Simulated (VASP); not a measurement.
# Si (a cell with a defect) in VASP: a series of runs, part 2 of 2

VASP 6.6.1. Earlier steps stand in the parts before.

## 3. Single point, r2SCAN

Contents of POSCAR:

```
Si
1.0
   10.8655790000      0.0000000000      0.0000000000
    0.0000000000     10.8655790000      0.0000000000
    0.0000000000      0.0000000000     10.8655790000
Si
65
Direct
    0.0003810000      0.9998240000      0.0024840000
    0.0005260000      0.0000530000      0.4998270000
    0.0003280000      0.5002510000      0.9987570000
    0.0002450000      0.4996700000      0.5010620000
    0.5007300000      0.9998690000      0.9988150000
    0.5000550000      0.9997530000      0.5011050000
    0.5010930000      0.5006300000      0.9998050000
    0.4178670000      0.4173540000      0.4244800000
    0.1256350000      0.1251280000      0.1276770000
    0.1207840000      0.1204110000      0.6308050000
    0.1238390000      0.6256780000      0.1259630000
    0.1236260000      0.6243410000      0.6285800000
    0.6261370000      0.1234580000      0.1259760000
    0.6247540000      0.1231560000      0.6285650000
    0.6257200000      0.6252880000      0.1264600000
    0.6281680000      0.6277060000      0.6266110000
    0.2498730000      0.2494610000      0.0009160000
    0.2445680000      0.2440930000      0.5093290000
    0.2514740000      0.7501980000      0.0042390000
    0.2464730000      0.7516420000      0.5049910000
    0.7506460000      0.2510520000      0.0041890000
    0.7520940000      0.2460100000      0.5050120000
    0.7497200000      0.7491900000      0.0001390000
    0.7565220000      0.7560670000      0.5081670000
    0.3762610000      0.3758480000      0.1243770000
    0.3708000000      0.3702530000      0.6318060000
    0.3770760000      0.8787250000      0.1270530000
    0.3753690000      0.8755420000      0.6269300000
    0.8792590000      0.3765560000      0.1270170000
    0.8761010000      0.3748900000      0.6268580000
    0.8748070000      0.8744160000      0.1261940000
    0.8799830000      0.8795680000      0.6296040000
    0.2507440000      0.0006690000      0.2520330000
    0.2495040000      0.9982080000      0.7530970000
    0.2485240000      0.4959760000      0.2507290000
    0.2499730000      0.5002900000      0.7524520000
    0.7503820000      0.9998380000      0.2505330000
    0.7509220000      0.0005400000      0.7536410000
    0.7535580000      0.5040610000      0.2516010000
    0.7491590000      0.4981490000      0.7500560000
    0.3732060000      0.1255480000      0.3804110000
    0.3753080000      0.1250660000      0.8759610000
    0.3660050000      0.6348280000      0.3690890000
    0.3749060000      0.6258760000      0.8771560000
    0.8757170000      0.1246960000      0.3761120000
    0.8745170000      0.1260480000      0.8795690000
    0.8769540000      0.6283170000      0.3795860000
    0.8740490000      0.6249380000      0.8749130000
    0.0012040000      0.2502590000      0.2520430000
    0.9985960000      0.2490410000      0.7532000000
    0.0002110000      0.7499390000      0.2505010000
    0.0009880000      0.7505140000      0.7536100000
    0.4963750000      0.2481440000      0.2507750000
    0.5007200000      0.2494190000      0.7525380000
    0.5045800000      0.7530730000      0.2517290000
    0.4986730000      0.7486650000      0.7501420000
    0.1260410000      0.3727530000      0.3804220000
    0.1255730000      0.3749120000      0.8758790000
    0.1251180000      0.8752230000      0.3760760000
    0.1266090000      0.8740590000      0.8794760000
    0.6353620000      0.3655700000      0.3690660000
    0.6263120000      0.3744720000      0.8771100000
    0.6288010000      0.8765660000      0.3796330000
    0.6254400000      0.8735710000      0.8750070000
    0.5774640000      0.5769970000      0.4222300000
```

Contents of INCAR.step1:

```
SYSTEM = Si
ALGO = Normal
EDIFF = 1E-4
ENCUT = 520
GGA = PE
ISMEAR = -1
ISYM = 0
LASPH = .True.
LCHARG = .False.
LREAL = Auto
LWAVE = .True.
NBANDS = 168
NELM = 60
PREC = Accurate
SIGMA = 0.05
```

Contents of INCAR.step2:

```
SYSTEM = Si
ALGO = Normal
EDIFF = 1E-6
ENCUT = 520
ISIF = 2
ISMEAR = -1
ISTART = 1
ISYM = 0
LASPH = .True.
LCHARG = .False.
LMIXTAU = .True.
LREAL = Auto
LWAVE = .False.
METAGGA = R2SCAN
NBANDS = 168
NELM = 60
PREC = Accurate
SIGMA = 0.05
```

Contents of KPOINTS:

```
Automatic mesh
0
Gamma
  1 1 1
  0.25 0.25 0.25
```

Potentials or basis: VASP PAW PBE potentials, release 64 (Si).

Started as:

```sh
> cat potpaw_PBE.64/Si/POTCAR > POTCAR
> cp INCAR.step1 INCAR
> mpirun -np 1 vasp_std > vasp.out
> cp INCAR.step2 INCAR
> mpirun -np 1 vasp_std > vasp.out
```

Run time: 90 min. Hardware: 1 thread of Oxide Virtual Turin-like, shared host; peak memory 1.5 GiB.

The run converged. Its results:

```yaml
Free_energy: -566.0183 eV
Pressure: 1.1 GPa
Largest_force: 0.520 eV/Å
Band_gap_on_the_k_mesh: 0.80 eV
```

Forces in eV/Å, atoms in the order of the input:
```
Si   0.033  0.036  0.026
Si   0.019  0.019  0.214
Si   0.060  0.111  0.051
Si   0.036  0.044  0.080
Si   0.108  0.059  0.051
Si   0.047  0.035  0.080
Si   0.038  0.041  0.053
Si   0.220  0.219  0.407
Si  -0.029 -0.027 -0.049
Si  -0.069 -0.073 -0.140
Si  -0.018 -0.200 -0.099
Si   0.004 -0.058 -0.053
Si  -0.204 -0.016 -0.096
Si  -0.056  0.005 -0.050
Si  -0.035 -0.037 -0.184
Si   0.076  0.076 -0.070
Si   0.075  0.073  0.020
Si   0.017  0.019 -0.001
Si   0.078  0.085  0.039
Si   0.131 -0.010  0.091
Si   0.087  0.074  0.042
Si  -0.006  0.130  0.088
Si   0.039  0.042  0.054
Si  -0.082 -0.082 -0.059
Si  -0.103 -0.104 -0.119
Si  -0.015 -0.011 -0.307
Si  -0.053 -0.136 -0.122
Si  -0.071 -0.013 -0.022
Si  -0.136 -0.051 -0.123
Si  -0.019 -0.071 -0.018
Si  -0.014 -0.019 -0.029
Si   0.031  0.031  0.000
Si   0.040  0.014  0.104
Si   0.074  0.039  0.036
Si  -0.039  0.081  0.002
Si   0.031  0.137  0.005
Si   0.067  0.023  0.117
Si   0.070  0.029  0.018
Si   0.020 -0.012 -0.007
Si   0.043  0.102  0.020
Si  -0.087 -0.094 -0.124
Si  -0.084 -0.043  0.005
Si  -0.016 -0.107 -0.052
Si  -0.040 -0.059 -0.017
Si  -0.027 -0.020 -0.163
Si  -0.049 -0.042 -0.022
Si  -0.059  0.006 -0.038
Si  -0.033 -0.112 -0.020
Si   0.010  0.039  0.105
Si   0.042  0.074  0.031
Si   0.025  0.065  0.120
Si   0.032  0.066  0.020
Si   0.083 -0.041  0.000
Si   0.139  0.033  0.005
Si  -0.014  0.018 -0.011
Si   0.099  0.045  0.020
Si  -0.095 -0.083 -0.124
Si  -0.045 -0.088  0.006
Si  -0.016 -0.026 -0.161
Si  -0.048 -0.048 -0.017
Si  -0.110 -0.016 -0.051
Si  -0.055 -0.042 -0.016
Si   0.006 -0.061 -0.038
Si  -0.113 -0.032 -0.024
Si  -0.039 -0.035  0.517
```

Stress tensor (GPa, compression positive):
```
 1.30  0.36 -0.18
 0.36  1.30 -0.18
-0.18 -0.18  0.84
```

Levels at points of the mesh, in eV from the valence-band top:
| k point | band 126 | band 127 | band 128 | band 129 | band 130 | band 131 | band 132 | band 133 | band 134 | band 135 |
| --- | --- | --- | --- | --- | --- | --- | --- | --- | --- | --- |
| (0.25, 0.25, 0.25) | -0.84 | -0.42 | -0.36 | -0.19 | -0.03 | 0.80 | 0.99 | 1.29 | 1.37 | 1.43 |

Caveat: semilocal functionals underestimate gaps, and a narrow one can read as zero; the PAW data sets were made with another functional, which shifts forces and pressure a little.
